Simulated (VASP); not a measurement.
Here is a VASP 6.6.1 calculation.

The input INCAR:

```
SYSTEM = FeNi2
ALGO = Normal
EDIFF = 1E-6
ENCUT = 690
GGA = PE
GGA_COMPAT = .FALSE.
ISIF = 2
ISMEAR = -1
ISPIN = 2
LASPH = .TRUE.
LCHARG = .FALSE.
LMAXMIX = 4
LORBIT = 11
LREAL = .FALSE.
LWAVE = .FALSE.
MAGMOM = 1 1 1 1 3 3
NBANDS = 65
NELM = 200
PREC = Accurate
SIGMA = 0.05
```

File KPOINTS:

```
k-points
0
G
  7 7 7
  0 0 0
```

The input POSCAR:

```
FeNi2
1.0
    0.0000000000      3.3181770871      3.3181770871
    3.3181770871      0.0000000000      3.3181770871
    3.3181770871      3.3181770871      0.0000000000
Ni Fe
4 2
Direct
    0.6250000000      0.6250000000      0.6250000000
    0.1250000000      0.6250000000      0.6250000000
    0.6250000000      0.1250000000      0.6250000000
    0.6250000000      0.6250000000      0.1250000000
    0.0000000000      0.0000000000      0.0000000000
    0.2500000000      0.2500000000      0.2500000000
```

Potentials or basis: VASP PAW PBE potentials, release 64 (Ni_sv_GW, Fe_sv).

Launch:

```sh
$ cat potpaw_PBE.64/Ni_sv_GW/POTCAR potpaw_PBE.64/Fe_sv/POTCAR > POTCAR
$ mpirun -np 1 vasp_std > vasp.out
```

Task: Predict the pressure.

Result: -7.5 GPa.

Task: Estimate the site moments.

Result: Ni +0.59; Fe +2.90 μB.

Task: What does it give for the net moment?

Result: 8.02 μB per cell.

Caveat: the cell stands under tension.
